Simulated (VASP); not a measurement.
# Sn3PbO4 (P4mm) in VASP: a series of runs, part 2 of 3

VASP 6.6.1.

## 3. Single point, PBE

This run uses another cell than the first one, of 19.73 Å³/atom.

INCAR reads:

```
SYSTEM = Sn3PbO4
PREC = Accurate
ENCUT = 520
EDIFF = 1E-6
ISMEAR = 0
SIGMA = 0.1
LREAL = .False.
LASPH = .True.
NELM = 100
ALGO = Normal
ISIF = 2
LWAVE = .False.
LCHARG = .False.
GGA = PE
NBANDS = 50
```

KPOINTS reads:

```
Automatic mesh
0
Gamma
  4 4 2
  0 0 0
```

POSCAR reads:

```
Sn3PbO4
1.0
    3.9051538637      0.0000000000      0.0000000000
    0.0000000000      3.9051538637      0.0000000000
    0.0000000000      0.0000000000     10.3493285452
Sn Pb O
3 1 4
Direct
    0.5000000000      0.5000000000      0.6210292735
    0.0000000000      0.0000000000      0.3992188804
    0.0000000000      0.0000000000      0.8808232780
    0.5000000000      0.5000000000      0.1116008416
    0.5000000000      0.0000000000     -0.0125597783
    0.5000000000      0.0000000000      0.5062236416
    0.0000000000      0.5000000000     -0.0125597783
    0.0000000000      0.5000000000      0.5062236416
```

Potentials or basis: VASP PAW PBE potentials, release 64 (Sn_d, Pb_d, O).

On the command line:

```bash
$ cat potpaw_PBE.64/Sn_d/POTCAR potpaw_PBE.64/Pb_d/POTCAR potpaw_PBE.64/O/POTCAR > POTCAR
$ mpirun -np 1 vasp_std > vasp.out
```

OUTCAR:

```text
SYSTEM = Sn3PbO4
   PREC = Accurate
   ENCUT = 520
   EDIFF = 1E-6
   ISMEAR = 0
   LREAL = .False.
   LASPH = .True.
   NELM = 100
   ISIF = 2
   GGA = PE

 ion  position               nearest neighbor table
   1  0.500  0.500  0.621-   6 2.29   8 2.29   6 2.29   8 2.29   2 3.59   2 3.59   2 3.59   2 3.59

   2  0.000  0.000  0.399-   6 2.24   8 2.24   8 2.24   6 2.24   1 3.59   1 3.59   1 3.59   1 3.59

   3  0.000  0.000  0.881-   5 2.24   7 2.24   7 2.24   5 2.24   4 3.65   4 3.65   4 3.65   4 3.65

   4  0.500  0.500  0.112-   5 2.34   7 2.34   5 2.34   7 2.34   3 3.65   3 3.65   3 3.65   3 3.65

   5  0.500  0.000  0.987-   3 2.24   3 2.24   4 2.34   4 2.34
   6  0.500  0.000  0.506-   2 2.24   2 2.24   1 2.29   1 2.29
   7  0.000  0.500  0.987-   3 2.24   3 2.24   4 2.34   4 2.34
   8  0.000  0.500  0.506-   2 2.24   2 2.24   1 2.29   1 2.29

  LATTYP: Found a simple tetragonal cell.
 ALAT       =     3.9051538637
 C/A-ratio  =     2.6501717746

  Lattice vectors:

 A1 = (   3.9051538637,   0.0000000000,   0.0000000000)
 A2 = (   0.0000000000,   3.9051538637,   0.0000000000)
 A3 = (   0.0000000000,   0.0000000000,  10.3493285452)

Analysis of symmetry for initial positions (statically):
=====================================================================
 Subroutine PRICEL returns:
 Original cell was already a primitive cell.

 Routine SETGRP: Setting up the symmetry group for a
 simple tetragonal supercell.

 Subroutine GETGRP returns: Found  8 space group operations
 (whereof  8 operations were pure point group operations)
 out of a pool of 16 trial point group operations.

The static configuration has the point symmetry C_4v.

Analysis of symmetry for dynamics (positions and initial velocities):
=====================================================================
 Subroutine PRICEL returns:
 Original cell was already a primitive cell.

 Routine SETGRP: Setting up the symmetry group for a
 simple tetragonal supercell.

 Subroutine GETGRP returns: Found  8 space group operations
 (whereof  8 operations were pure point group operations)
 out of a pool of 16 trial point group operations.

The dynamic configuration has the point symmetry C_4v.

 Subroutine INISYM returns: Found  8 space group operations
 (whereof  8 operations are pure point group operations),
 and found     1 'primitive' translations

----------------------------------------------------------------------------------------

                                     Primitive cell

  volume of cell :     157.8296

  direct lattice vectors                    reciprocal lattice vectors
     3.905153864  0.000000000  0.000000000     0.256071857  0.000000000  0.000000000
     0.000000000  3.905153864  0.000000000     0.000000000  0.256071857  0.000000000
     0.000000000  0.000000000 10.349328545     0.000000000  0.000000000  0.096624626

  length of vectors
     3.905153864  3.905153864 10.349328545     0.256071857  0.256071857  0.096624626

  position of ions in fractional coordinates (direct lattice)
     0.500000000  0.500000000  0.621029273
     0.000000000  0.000000000  0.399218880
     0.000000000  0.000000000  0.880823278
     0.500000000  0.500000000  0.111600842
[... 42 lines left out ...]
 Following reciprocal coordinates:
            Coordinates               Weight
  0.000000  0.000000  0.000000      1.000000
  0.250000  0.000000  0.000000      4.000000
  0.500000  0.000000  0.000000      2.000000
  0.250000  0.250000  0.000000      4.000000
  0.500000  0.250000  0.000000      4.000000
  0.500000  0.500000  0.000000      1.000000
  0.000000  0.000000  0.500000      1.000000
  0.250000  0.000000  0.500000      4.000000
  0.500000  0.000000  0.500000      2.000000
  0.250000  0.250000  0.500000      4.000000
  0.500000  0.250000  0.500000      4.000000
  0.500000  0.500000  0.500000      1.000000
   k-points           NKPTS =     12   k-points in BZ     NKDIM =     12   number of bands    NBANDS=     50
   number of dos      NEDOS =    301   number of ions     NIONS =      8
   total plane-waves  NPLWV =  72000
   dimension x,y,z NGX =    30 NGY =   30 NGZ =   80
   dimension x,y,z NGXF=    60 NGYF=   60 NGZF=  160
   ions per type =               3   1   4
   NGX,Y,Z   is equivalent  to a cutoff of  12.77, 12.77, 12.85 a.u.
   NGXF,Y,Z  is equivalent  to a cutoff of  25.54, 25.54, 25.70 a.u.
 SYSTEM =  Sn3PbO4
   PREC   = accura    normal or accurate (medium, high low for compatibility)
   ISTART =      0    job   : 0-new  1-cont  2-samecut
   ICHARG =      2    charge: 1-file 2-atom 10-const
   ISPIN  =      1    spin polarized calculation?
   LNONCOLLINEAR =      F non collinear calculations
   LSORBIT =      F    spin-orbit coupling
   LASPH  =      T    aspherical Exc in radial PAW
   ENCUT  =  520.0 eV  38.22 Ry    6.18 a.u.   7.26  7.26 19.24*2*pi/ulx,y,z
   NELM   =    100;   NELMIN=  2; NELMDL= -5     # of ELM steps
   EDIFF  = 0.1E-05   stopping-criterion for ELM
   LREAL  =      F    real-space projection
[... 7 lines left out ...]
   TEBEG  =    0.0;   TEEND  =   0.0 temperature during run
   PSTRESS=    0.0 pullay stress
   NELECT =      80.0000    total number of electrons
   NUPDOWN=      -1.0000    fix difference up-down
   EMIN   =  10.00;   EMAX   =-10.00  energy-range for DOS
   EFERMI =   0.00;   METHOD = LEGACY
   ISMEAR =     0;   SIGMA  =   0.10  broadening in eV -4-tet -1-fermi 0-gaus
   EFERMI_NEDOS =   21; number of points for ismear=-14 and -15
   IALGO  =     38    algorithm
   IMIX   =      4    mixing-type and parameters
     AMIX     =   0.40;   BMIX     =  1.00
     AMIX_MAG =   1.60;   BMIX_MAG =  1.00
  volume/ion in A,a.u.               =      19.73       133.14
  Fermi-wavevector in a.u.,A,eV,Ry     =   1.305295  2.466650 23.181538  1.703795
  Thomas-Fermi vector in A             =   2.436174
   LORBIT       =      0    0 simple, 1 ext, 2 COOP (PROOUT), +10 PAW based schemes
   GGA     = PE    functional components
   LHFCALC =     F    Hartree Fock is set to
   AEXX    =    0.0000 exact exchange contribution
   IVDW    =     0    specifies the selected vdW correction
   LEPSILON=     F    determine dielectric tensor
   LRPA    =     F    only Hartree local field effects (RPA)
 non-spin polarized calculation
 Gauss-broadening in eV      SIGMA  =   0.10
  energy-cutoff  :      520.00
  volume of cell :      157.83
 maximum number of plane-waves:      4278
 NGX is ok and might be reduce to    30
   NGX = 15   NGY = 15   NGZ = 39

 number of electron      79.9999973 magnetization

 Free energy of the ion-electron system (eV)
  ---------------------------------------------------
  ext. energy  EPLUGINS =         0.00000000
  ---------------------------------------------------
  free energy    TOTEN  =       -44.81998908 eV

  energy without entropy =      -44.81998908  energy(sigma->0) =      -44.81998908

 E-fermi :   5.9848     XC(G=0):  -9.6641

 val. band max:        5.5914900655   @ k =   0.0000   0.0000   0.0000
 cond. band min:       6.3858068794   @ k =   0.5000   0.5000   0.0000
 fundamental gap:      0.7943168139
 Fermi energy:         5.9848212257

 k-point     1 :       0.0000    0.0000    0.0000
  band No.  band energies     occupation
      1     -16.0591      2.00000
      2     -15.7226      2.00000
      3     -15.7226      2.00000
      4     -15.7053      2.00000
      5     -15.7029      2.00000
      6     -15.6788      2.00000
[... 625 lines left out ...]
     49      10.9052      0.00000
     50      11.0832      0.00000

------------------------ aborting loop because EDIFF is reached ----------------------------------------

  FORCE on cell =-STRESS in cart. coord.  units (eV):
  Direction    XX          YY          ZZ          XY          YZ          ZX
  --------------------------------------------------------------------------------------
  -------------------------------------------------------------------------------------
  Total        0.2654664      0.2654664      0.3161763      0.0000000      0.0000000      0.0000000
  in kB        2.6948317      2.6948317      3.2096037      0.0000000      0.0000000      0.0000000
  external PRESSURE =       2.8664223 kB  Pullay stress =       0.0000000 kB

 VOLUME and BASIS-vectors are now :
 -----------------------------------------------------------------------------
  energy-cutoff  :      520.00
  volume of cell :      157.83
      direct lattice vectors                 reciprocal lattice vectors
     3.905153864  0.000000000  0.000000000     0.256071857  0.000000000  0.000000000
     0.000000000  3.905153864  0.000000000     0.000000000  0.256071857  0.000000000
     0.000000000  0.000000000 10.349328545     0.000000000  0.000000000  0.096624626

 POSITION                                       TOTAL-FORCE (eV/Angst)
 -----------------------------------------------------------------------------------
      1.95258      1.95258      6.42724        -0.000000     -0.000000      0.067802
      0.00000      0.00000      4.13165        -0.000000      0.000000     -0.082729
      0.00000      0.00000      9.11593        -0.000000      0.000000     -0.060458
      1.95258      1.95258      1.15499        -0.000000     -0.000000      0.056643
      1.95258      0.00000     10.21934        -0.000000      0.000000      0.001248
      1.95258      0.00000      5.23907        -0.000000      0.000000      0.008123
      0.00000      1.95258     10.21934         0.000000      0.000000      0.001248
      0.00000      1.95258      5.23907         0.000000      0.000000      0.008123
 -----------------------------------------------------------------------------------
    total drift:                                0.000000      0.000000     -0.000254

  FREE ENERGIE OF THE ION-ELECTRON SYSTEM (eV)
  ---------------------------------------------------
  free  energy   TOTEN  =       -44.8199890785 eV

  energy  without entropy=      -44.8199890778  energy(sigma->0) =      -44.81998908
```

It took 3.4 min on 1 thread of Intel Xeon 8259CL, shared host; peak memory 0.3 GiB.

Results:

```yaml
Free_energy: -44.8200 eV
Pressure: 0.3 GPa
Largest_force: 0.083 eV/Å
Band_gap_on_the_k_mesh: 0.79 eV (least direct gap 1.67 eV)
```

Forces on the atoms (eV/Å):
```
Sn   0.000  0.000  0.068
Sn   0.000  0.000 -0.083
Sn   0.000  0.000 -0.060
Pb   0.000  0.000  0.057
O    0.000  0.000  0.001
O    0.000  0.000  0.008
O    0.000  0.000  0.001
O    0.000  0.000  0.008
```

Levels at points of the mesh, in eV from the valence-band top:
```csv
k point,band 37,band 38,band 39,band 40,band 41,band 42,band 43,band 44
"(0.00, 0.00, 0.00)",-2.20,-2.20,-1.65,0.00,1.67,1.98,3.58,3.58
"(0.50, 0.00, 0.00)",-2.26,-1.99,-1.55,-1.13,2.34,2.42,3.17,3.27
"(0.50, 0.50, 0.00)",-1.86,-1.74,-1.45,-1.34,0.79,0.79,2.86,2.86
"(0.00, 0.00, 0.50)",-2.20,-2.20,-0.80,-0.48,1.56,1.87,3.96,3.96
"(0.50, 0.00, 0.50)",-2.06,-1.72,-1.70,-1.39,2.38,2.55,3.03,3.21
"(0.50, 0.50, 0.50)",-1.90,-1.74,-1.47,-1.45,1.46,1.46,1.56,1.56
```

Caveat: spin-orbit coupling is left out, which moves the levels of the heavy elements. A k mesh can miss the band edges.

(Continued in part 3 of 3.)
